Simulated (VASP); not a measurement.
# WC (P1) in VASP: notebook

WC is run at these levels: PBE; tasks: single point.

All numbers are computed with VASP 6.6.1; they aren't measurements. Logs are shortened: lines on timing, memory, paths and dates and some standing lists are left out, and cuts for length are marked.

## Step 1: The cell of the first run

The typed cell holds 2 atoms: a = 2.901 Å, b = 2.901 Å, c = 2.829 Å, α = 90.00°, β = 90.00°, γ = 120.00°.

## Step 2: Single point, PBE (atom 2 (C) moved by (-0.150, -0.300) A along x and z)

INCAR

```
ALGO = Normal ; EDIFF = 1E-6
ENCUT = 520 ; GGA = PE
ISIF = 2 ; ISMEAR = 0
LASPH = T ; LCHARG = T
LELF = T ; LREAL = F
LVHAR = T ; LWAVE = F
NBANDS = 16 ; NELM = 80
PREC = Accurate ; SIGMA = 0.15
```

KPOINTS

```
k-points
0
Gamma
  18 18 16
```

POSCAR

```
WC
1.0
    2.9005014360      0.0000000000      0.0000000000
   -1.4502507180      2.5119079273      0.0000000000
    0.0000000000      0.0000000000      2.8290000000
W C
1 1
Direct
    0.0000000000      0.0000000000      0.0000000000
    0.6149514708      0.3333333333      0.3939554613
```

Potentials or basis: VASP PAW PBE potentials, release 64 (W_sv, C).

Started as:

```bash
$ cat potpaw_PBE.64/W_sv/POTCAR potpaw_PBE.64/C/POTCAR > POTCAR
$ mpirun -np 1 vasp_std > vasp.out
```

OUTCAR:

```text
EDIFF = 1E-6
   ENCUT = 520
   GGA = PE
   ISIF = 2
   ISMEAR = 0
   LASPH = T
   LREAL = F
   NELM = 80
   PREC = Accurate

 ion  position               nearest neighbor table
   1  0.000  0.000  0.000-   2 1.91   2 2.02   2 2.12   2 2.31   2 2.40   2 2.49
   2  0.615  0.333  0.394-   1 1.91   1 2.02   1 2.12   1 2.31   1 2.40   1 2.49

  LATTYP: Found a hexagonal cell.
 ALAT       =     2.9005014360
 C/A-ratio  =     0.9753485949

  Lattice vectors:

 A1 = (   2.9005014360,   0.0000000000,   0.0000000000)
 A2 = (  -1.4502507180,   2.5119079273,   0.0000000000)
 A3 = (   0.0000000000,   0.0000000000,   2.8290000000)

Analysis of symmetry for initial positions (statically):
=====================================================================
 Subroutine PRICEL returns:
 Original cell was already a primitive cell.

 Routine SETGRP: Setting up the symmetry group for a
 hexagonal supercell.

 Subroutine GETGRP returns: Found  1 space group operations
 (whereof  1 operations were pure point group operations)
 out of a pool of 24 trial point group operations.

The static configuration has the point symmetry C_1 .

Analysis of symmetry for dynamics (positions and initial velocities):
=====================================================================
 Subroutine PRICEL returns:
 Original cell was already a primitive cell.

 Routine SETGRP: Setting up the symmetry group for a
 hexagonal supercell.

 Subroutine GETGRP returns: Found  1 space group operations
 (whereof  1 operations were pure point group operations)
 out of a pool of 24 trial point group operations.

The dynamic configuration has the point symmetry C_1 .

 Subroutine INISYM returns: Found  1 space group operations
 (whereof  1 operations are pure point group operations),
 and found     1 'primitive' translations

----------------------------------------------------------------------------------------

                                     Primitive cell

  volume of cell :      20.6115

  direct lattice vectors                    reciprocal lattice vectors
     2.900501436  0.000000000  0.000000000     0.344767973  0.199051882  0.000000000
    -1.450250718  2.511907927  0.000000000     0.000000000  0.398103764  0.000000000
     0.000000000  0.000000000  2.829000000     0.000000000  0.000000000  0.353481796

  length of vectors
     2.900501436  2.900501436  2.829000000     0.398103764  0.398103764  0.353481796

  position of ions in fractional coordinates (direct lattice)
     0.000000000  0.000000000  0.000000000
     0.614951471  0.333333333  0.393955461

  ion indices of the primitive-cell ions
   primitive index   ion index
                 1           1
                 2           2

----------------------------------------------------------------------------------------

 KPOINTS: k-points

Automatic generation of k-mesh.
 Grid dimensions read from file:
 generate k-points for:   18   18   16

 Generating k-lattice:

  Cartesian coordinates                     Fractional coordinates (reciprocal lattice)
     0.019153776  0.011058438  0.000000000     0.055555556  0.000000000  0.000000000
     0.000000000  0.022116876  0.000000000     0.000000000  0.055555556  0.000000000
     0.000000000  0.000000000  0.022092612     0.000000000  0.000000000  0.062500000

  Length of vectors
     0.022116876  0.022116876  0.022092612

  Shift w.r.t. Gamma in fractional coordinates (k-lattice)
     0.000000000  0.000000000  0.000000000

 Subroutine IBZKPT returns following result:
 ===========================================

 Found   2596 irreducible k-points:

 Following reciprocal coordinates:
            Coordinates               Weight
  0.000000  0.000000  0.000000      1.000000
  0.055556  0.000000  0.000000      2.000000
  0.000000  0.055556  0.000000      2.000000
 -0.055556  0.055556  0.000000      2.000000
  0.111111  0.000000  0.000000      2.000000
  0.000000  0.111111  0.000000      2.000000
[... 16 lines left out ...]
  0.444444 -0.000000  0.000000      2.000000
  0.000000  0.444444  0.000000      2.000000
 [... further k-points ...]
   k-points           NKPTS =   2596   k-points in BZ     NKDIM =   2596   number of bands    NBANDS=     16
   number of dos      NEDOS =    301   number of ions     NIONS =      2
   total plane-waves  NPLWV =  13824
   dimension x,y,z NGX =    24 NGY =   24 NGZ =   24
   dimension x,y,z NGXF=    48 NGYF=   48 NGZF=   48
   ions per type =               1   1
   NGX,Y,Z   is equivalent  to a cutoff of  13.76, 13.76, 14.10 a.u.
   NGXF,Y,Z  is equivalent  to a cutoff of  27.51, 27.51, 28.21 a.u.
 SYSTEM =  unknown system
   PREC   = accura    normal or accurate (medium, high low for compatibility)
   ISTART =      0    job   : 0-new  1-cont  2-samecut
   ICHARG =      2    charge: 1-file 2-atom 10-const
   ISPIN  =      1    spin polarized calculation?
   LNONCOLLINEAR =      F non collinear calculations
   LSORBIT =      F    spin-orbit coupling
   LASPH  =      T    aspherical Exc in radial PAW
   ENCUT  =  520.0 eV  38.22 Ry    6.18 a.u.   5.39  5.39  5.26*2*pi/ulx,y,z
   NELM   =     80;   NELMIN=  2; NELMDL= -5     # of ELM steps
   EDIFF  = 0.1E-05   stopping-criterion for ELM
   LREAL  =      F    real-space projection
   EDIFFG = 0.1E-04   stopping-criterion for IOM
   NSW    =      0    number of steps for IOM
   IBRION =     -1    ionic relax: 0-MD 1-quasi-New 2-CG
   NFREE  =      0    steps in history (QN), initial steepest desc. (CG)
   ISIF   =      2    stress and relaxation
   ISYM   =      2    0-nonsym 1-usesym 2-fastsym
   POTIM  = 0.5000    time-step for ionic-motion
   TEBEG  =    0.0;   TEEND  =   0.0 temperature during run
   PSTRESS=    0.0 pullay stress
   NELECT =      18.0000    total number of electrons
   NUPDOWN=      -1.0000    fix difference up-down
   EMIN   =  10.00;   EMAX   =-10.00  energy-range for DOS
   EFERMI =   0.00;   METHOD = LEGACY
   ISMEAR =     0;   SIGMA  =   0.15  broadening in eV -4-tet -1-fermi 0-gaus
   EFERMI_NEDOS =   21; number of points for ismear=-14 and -15
   IALGO  =     38    algorithm
   IMIX   =      4    mixing-type and parameters
     AMIX     =   0.40;   BMIX     =  1.00
     AMIX_MAG =   1.60;   BMIX_MAG =  1.00
  volume/ion in A,a.u.               =      10.31        69.55
  Fermi-wavevector in a.u.,A,eV,Ry     =   1.564813  2.957068 33.315762  2.448639
  Thomas-Fermi vector in A             =   2.667381
   LORBIT       =      0    0 simple, 1 ext, 2 COOP (PROOUT), +10 PAW based schemes
   GGA     = PE    functional components
   LHFCALC =     F    Hartree Fock is set to
   AEXX    =    0.0000 exact exchange contribution
   IVDW    =     0    specifies the selected vdW correction
   LEPSILON=     F    determine dielectric tensor
   LRPA    =     F    only Hartree local field effects (RPA)
 non-spin polarized calculation
 Gauss-broadening in eV      SIGMA  =   0.15
  energy-cutoff  :      520.00
  volume of cell :       20.61
 maximum number of plane-waves:       580
 NGX is ok and might be reduce to    24
   NGX = 11   NGY = 11   NGZ = 11

 number of electron      18.0000000 magnetization

 Free energy of the ion-electron system (eV)
  ---------------------------------------------------
  ext. energy  EPLUGINS =         0.00000000
  ---------------------------------------------------
  free energy    TOTEN  =       -21.49204230 eV

  energy without entropy =      -21.48856530  energy(sigma->0) =      -21.49030380

 E-fermi :  11.4617     XC(G=0): -13.7754

 val. band max:       11.4556733062   @ k =  -0.1667   0.1111   0.3750
 cond. band min:      11.4703995568   @ k =   0.0000   0.5000   0.4375
 fundamental gap:      0.0147262506
 Fermi energy:        11.4616764231

 k-point     1 :       0.0000    0.0000    0.0000
  band No.  band energies     occupation
      1     -62.6452      2.00000
      2     -26.6958      2.00000
      3     -26.6086      2.00000
      4     -26.5728      2.00000
      5      -3.2948      2.00000
      6       5.8798      2.00000
[... 8 lines left out ...]
     15      23.6773      0.00000
     16      27.3524      0.00000

 k-point     2 :       0.0556    0.0000    0.0000
  band No.  band energies     occupation
      1     -62.6433      2.00000
      2     -26.7027      2.00000
      3     -26.6247      2.00000
      4     -26.5811      2.00000
      5      -3.2066      2.00000
      6       5.8897      2.00000
[... 8 lines left out ...]
     15      23.8034      0.00000
     16      27.4797      0.00000

 k-point     3 :       0.0000    0.0556    0.0000
  band No.  band energies     occupation
      1     -62.6433      2.00000
      2     -26.6973      2.00000
      3     -26.6291      2.00000
      4     -26.5817      2.00000
      5      -3.2103      2.00000
      6       5.8998      2.00000
[... 8 lines left out ...]
     15      23.7544      0.00000
     16      27.3515      0.00000

 k-point     4 :      -0.0556    0.0556    0.0000
  band No.  band energies     occupation
      1     -62.6433      2.00000
      2     -26.6976      2.00000
      3     -26.6138      2.00000
      4     -26.5961      2.00000
      5      -3.2156      2.00000
      6       5.9092      2.00000
[... 8 lines left out ...]
     15      23.6805      0.00000
     16      27.4542      0.00000
[... 324 lines left out ...]
 k-point    22 :      -0.3889    0.3889    0.0000
  band No.  band energies     occupation
      1     -62.5907      2.00000
      2     -27.3453      2.00000
      3     -26.8027      2.00000
      4     -26.5690      2.00000
      5      -0.8119      2.00000
      6       4.5319      2.00000
[... 8 lines left out ...]
     15      25.4012      0.00000
     16      26.6771      0.00000

 k-point    23 :       0.4444   -0.0000    0.0000
  band No.  band energies     occupation
      1     -62.5841      2.00000
      2     -27.4874      2.00000
      3     -26.7834      2.00000
      4     -26.5555      2.00000
      5       0.0949      2.00000
      6       3.8746      2.00000
[... 8 lines left out ...]
     15      25.3738      0.00000
     16      27.8071      0.00000

 k-point    24 :       0.0000    0.4444    0.0000
  band No.  band energies     occupation
      1     -62.5846      2.00000
      2     -27.4541      2.00000
      3     -26.8049      2.00000
      4     -26.5538      2.00000
      5      -0.1939      2.00000
      6       4.1797      2.00000
[... 8 lines left out ...]
     15      24.9364      0.00000
     16      26.8998      0.00000

 [... further k-points ...]

------------------------ aborting loop because EDIFF is reached ----------------------------------------

  FORCE on cell =-STRESS in cart. coord.  units (eV):
  Direction    XX          YY          ZZ          XY          YZ          ZX
  --------------------------------------------------------------------------------------
  -------------------------------------------------------------------------------------
  Total        4.2640906      4.1380928      4.7689443      1.8374437      0.4653808      2.2279764
  in kB      331.4570443    321.6629604    370.7004226    142.8285004     36.1750664    173.1854544
  external PRESSURE =     341.2734758 kB  Pullay stress =       0.0000000 kB

 VOLUME and BASIS-vectors are now :
 -----------------------------------------------------------------------------
  energy-cutoff  :      520.00
  volume of cell :       20.61
      direct lattice vectors                 reciprocal lattice vectors
     2.900501436  0.000000000  0.000000000     0.344767973  0.199051882  0.000000000
    -1.450250718  2.511907927  0.000000000     0.000000000  0.398103764  0.000000000
     0.000000000  0.000000000  2.829000000     0.000000000  0.000000000  0.353481796

 POSITION                                       TOTAL-FORCE (eV/Angst)
 -----------------------------------------------------------------------------------
      0.00000      0.00000      0.00000        -3.006838     -0.440864     -5.347300
      1.30025      0.83730      1.11450         3.006838      0.440864      5.347300
 -----------------------------------------------------------------------------------
    total drift:                                0.000076      0.000068      0.000613

  FREE ENERGIE OF THE ION-ELECTRON SYSTEM (eV)
  ---------------------------------------------------
  free  energy   TOTEN  =       -21.4920423029 eV

  energy  without entropy=      -21.4885652981  energy(sigma->0) =      -21.49030380
```

It took 6.2 min on 1 thread of AMD EPYC 7R13, shared host; peak memory 0.88 GiB.

What came out:

| Quantity | Value |
| --- | --- |
| Free energy | -21.4920 eV |
| Pressure | 34.1 GPa |
| Largest force | 6.151 eV/Å |
| Band gap on the k mesh | zero (band 9 reaches 12.65 eV, above the bottom of band 10 at 11.14 eV) |

Forces on the atoms (eV/Å):
```
W   -3.007 -0.441 -5.347
C    3.007  0.441  5.347
```

Caveat: the cell differs from its parent crystal (atom 2 (C) moved by (-0.150, -0.300) A along x and z); spin-orbit coupling is left out, which moves the levels of the heavy elements; forces of over 1 eV/Å act on the atoms, so gaps and moduli don't describe the material at rest.

## Step 3: Single point, PBE (atom 2 (C) moved by (-0.150, -0.150) A along x and z)

INCAR

```
  PREC = Accurate
  ENCUT = 520
  EDIFF = 1E-6
  ISMEAR = 0
  SIGMA = 0.15
  LREAL = F
  LASPH = T
  NELM = 100
  ALGO = Normal
  ISIF = 2
  LWAVE = F
  LCHARG = F
  GGA = PE
  NBANDS = 16
```

KPOINTS

```
Automatic mesh
0
Gamma
  18 18 16
```

Changes to POSCAR since step 2:

```diff
@@ -9,2 +9,2 @@
     0.0000000000      0.0000000000      0.0000000000
-    0.6149514708      0.3333333333      0.3939554613
+    0.6149514708      0.3333333333      0.4469777306
```

Potentials or basis: VASP PAW PBE potentials, release 64 (W_sv, C).

Started as:

```bash
$ cat potpaw_PBE.64/W_sv/POTCAR potpaw_PBE.64/C/POTCAR > POTCAR
$ mpirun -np 1 vasp_std > vasp.out
```

It took 5.9 min on 1 thread of AMD EPYC 7R13, shared host; peak memory 0.89 GiB.

Results (log left out):

- Free energy: -22.0738 eV
- Pressure: 18.5 GPa
- Largest force: 3.564 eV/Å
- Band gap on the k mesh: zero (band 9 reaches 11.99 eV, above the bottom of band 10 at 10.86 eV)

Forces on the atoms (eV/Å):
```
W   -2.559 -0.301 -2.462
C    2.559  0.301  2.462
```

Stress tensor (GPa, compression positive):
```
16.69  8.67  9.07
 8.67 16.16  1.87
 9.07  1.87 22.58
```

Levels at points of the mesh, in eV from the Fermi level:
```tsv
k point	band 7	band 8	band 9	band 10	band 11	band 12
(0.00, 0.00, 0.00)	-3.71	-3.31	0.32	2.77	3.34	4.90
(0.50, 0.00, 0.00)	-4.18	-3.64	-0.53	2.66	4.25	4.71
(0.00, 0.50, 0.00)	-4.23	-3.55	-0.33	2.53	4.39	4.94
(0.50, 0.50, 0.00)	-4.07	-2.97	-0.87	2.48	4.65	5.04
(0.00, 0.00, 0.50)	-3.20	-1.71	-0.59	-0.34	3.24	3.90
(0.50, 0.00, 0.50)	-4.17	-3.78	-0.20	4.38	5.31	6.41
(0.00, 0.50, 0.50)	-4.52	-3.96	0.16	4.30	5.28	5.87
(0.50, 0.50, 0.50)	-4.88	-4.51	0.74	4.32	5.25	6.31
```

Caveat: the cell differs from its parent crystal (atom 2 (C) moved by (-0.150, -0.150) A along x and z); spin-orbit coupling is left out, which moves the levels of the heavy elements; forces of over 1 eV/Å act on the atoms, so gaps and moduli don't describe the material at rest.
